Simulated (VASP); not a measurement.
The system is VO2.

```xyz
6
Lattice="4.5546 0.0000 0.0000 0.0000 4.5546 0.0000 0.0000 0.0000 2.8528" Properties=species:S:1:pos:R:3 pbc="T T T"
V     0.0000    0.0000    0.0000
V     2.2773    2.2773    1.4264
O     1.3668    1.3668    0.0000
O     0.9105    3.6441    1.4264
O     3.1878    3.1878    0.0000
O     3.6441    0.9105    1.4264
```

Base run:

| Quantity | Value |
| --- | --- |
| Program | VASP 6.6.1 |
| Functional | PBEsol |
| Potentials or basis | VASP PAW PBE potentials, release 64 (V_sv, O) |
| Cutoff | 600 eV |
| k mesh | 4 × 4 × 7 |
| Occupations | gaussian, width 0.05 eV |
| Spin | collinear spin, ferromagnetic start |
| Starting moments | [1.0, 1.0, 0.0, 0.0, 0.0, 0.0] μB |

Its results: band gap on the k mesh zero (filled and empty bands overlap); pressure -6.0 GPa; net moment 2.00 μB per cell; site moments V +1.04; O -0.05 μB; largest force 0.034 eV/Å.

Task: The run is repeated on the same cell with these changes: spin from collinear spin, ferromagnetic start to collinear spin, antiferromagnetic start; moments at the start from [1.0, 1.0, 0.0, 0.0, 0.0, 0.0] to [0.32, -0.32, 0.0, 0.0, 0.0, 0.0]. What comes out?

Result: Band gap on the k mesh zero (filled and empty bands overlap); pressure -8.4 GPa; net moment 0.00 μB per cell; site moments V +0.10, -0.10; O +0.00, -0.00 (each value once) μB; largest force 0.165 eV/Å.

Caveats: the PAW data sets were made with another functional, which shifts forces and pressure a little; semilocal functionals often make such compounds metallic where correlation or magnetic order opens a gap, which also shifts bond lengths; the cell stands under tension (at least some runs); the stress differs along the axes, from -15 to -5 GPa (at least some runs).
